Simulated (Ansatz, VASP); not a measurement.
Two plane-wave programs on AlCu3

```
Al Cu
1.0
     3.63738    0.00000    0.00000
     0.00000    3.63738    0.00000
     0.00000    0.00000    3.63738
Al Cu
1 3
Direct
  0.00000 0.00000 0.00000
  0.50000 0.50000 0.00000
  0.50000 0.00000 0.50000
  0.00000 0.50000 0.50000
```

Alike in both runs: task single point; functional PBEsol; k mesh 6 × 6 × 6; occupations fermi-dirac, width 0.05 eV; no spin polarisation.

|  | VASP | Ansatz |
| --- | --- | --- |
| version | VASP 6.6.1 | Ansatz 0.2.0 |
| potentials or method | VASP PAW PBE potentials, release 64 (Al, Cu), cutoff 520 eV | plane waves, PAW |
| valence electrons in the cell | 36 | 60 |

```tsv
	VASP	Ansatz	Ansatz less VASP
pressure (GPa)	-0.2	-0.7	-0.52
```

VASP's potentials were made for PBE, not for PBEsol. The functional is the same, so the differences come from potentials, cutoffs and numerics. VASP's potentials hold 36 valence electrons a cell and Ansatz's 60, so a difference there can come from the potentials and not from the codes.
